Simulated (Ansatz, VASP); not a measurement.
**One calculation of LiTaBe2N3, two programs**

```
CELL_PARAMETERS angstrom
2.80677 -2.80822 0.00000
2.80677 2.80822 0.00000
0.00000 0.00000 5.54147
ATOMIC_POSITIONS crystal
Li 0.50000 0.50000 0.00000
Ta 0.00000 0.00000 0.00000
Be 0.50000 0.50000 0.33483
Be 0.50000 0.50000 0.66517
N 0.00000 0.50000 0.00000
N 0.50000 0.00000 0.00000
N 0.00000 0.00000 0.50000
```

Alike in both runs: functional PBE; k mesh 3 × 3 × 2; occupations gaussian, width 0.15 eV; no spin polarisation.

Ansatz relaxed the structure, and its values are those at the end. VASP's run is a single point on that final structure, the one shown.

```csv
,VASP,Ansatz
version,VASP 6.6.1,Ansatz 0.2.0
potentials or method,"VASP PAW PBE potentials, release 64 (Li_sv, Ta_pv, Be, N), cutoff 750 eV","scalar-relativistic, plane waves, PAW"
valence electrons in the cell,33,35
```

```csv
,VASP,Ansatz,Ansatz less VASP
gap on the k mesh at the Fermi level (eV),none,none,-
pressure (GPa),0.3,0.1,-0.24
```

A gap of «none» marks a metal or a gap that the smearing closes. The functional is the same, so the differences come from potentials, cutoffs and numerics. VASP's potentials hold 33 valence electrons a cell and Ansatz's 35, so a difference there can come from the potentials and not from the codes.

The k mesh is coarse, so the values compare programs but aren't converged. Spin-orbit coupling is off throughout.
